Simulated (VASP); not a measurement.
Set up this calculation in VASP 6.6.1, as the native input.

| Item | Value |
| --- | --- |
| Task | single point |
| Functional | PBE |
| Potentials or basis | VASP PAW PBE potentials, release 64 (Ca_sv, C, O) |
| Cutoff | 520 eV |
| k mesh | 4 × 4 × 1 |
| Occupations | gaussian, width 0.1 eV |
| Spin | no spin polarisation |
| Dipole correction | yes |
| Further INCAR settings | ALGO = Normal; EDIFF = 1e-06; NBANDS = 56 |

The structure of Ca8CO lies in POSCAR:

```
Ca8CO
1.0
    7.8132359319      0.0000000000      0.0000000000
    0.0000000000      7.8132359319      0.0000000000
    0.0000000000      0.0000000000     20.6093934330
Ca C O
8 1 1
Direct
    0.2500000000      0.2500000000      0.1940862555
    0.2500000000      0.7500000000      0.1940862555
    0.7500000000      0.2500000000      0.1940862555
    0.7500000000      0.7500000000      0.1940862555
    0.0000000000      0.0000000000      0.3206981057
    0.0000000000      0.5000000000      0.3206981057
    0.5000000000      0.0000000000      0.3206981057
    0.5000000000      0.5000000000      0.3206981057
    0.1770468721      0.7500000000      0.3750422572
    0.3229531279      0.7500000000      0.3750422572
```

The input as run:

INCAR

```
ALGO = Normal ; DIPOL = 0.5 0.5 0.281
EDIFF = 1E-6 ; ENCUT = 520
GGA = PE ; IDIPOL = 3
ISIF = 2 ; ISMEAR = 0
LASPH = True ; LCHARG = False
LDIPOL = True ; LREAL = False
LWAVE = False ; NBANDS = 56
NELM = 100 ; PREC = Accurate
SIGMA = 0.1
```

KPOINTS

```
k-points
0
Gamma
  4 4 1
```

Potentials or basis: VASP PAW PBE potentials, release 64 (Ca_sv, C, O).

The run is started by

```sh
$ cat potpaw_PBE.64/Ca_sv/POTCAR potpaw_PBE.64/C/POTCAR potpaw_PBE.64/O/POTCAR > POTCAR
$ mpirun -np 1 vasp_std > vasp.out
```

It gave:

```
Largest force          : 9.143 eV/Å
Band gap on the k mesh : zero (bands 45 and 46 overlap by 0.01 eV)
```

Wall time 39 min on 1 thread of Oxide Virtual Turin-like Processor, with other jobs on the host, peak memory 1.3 GiB.
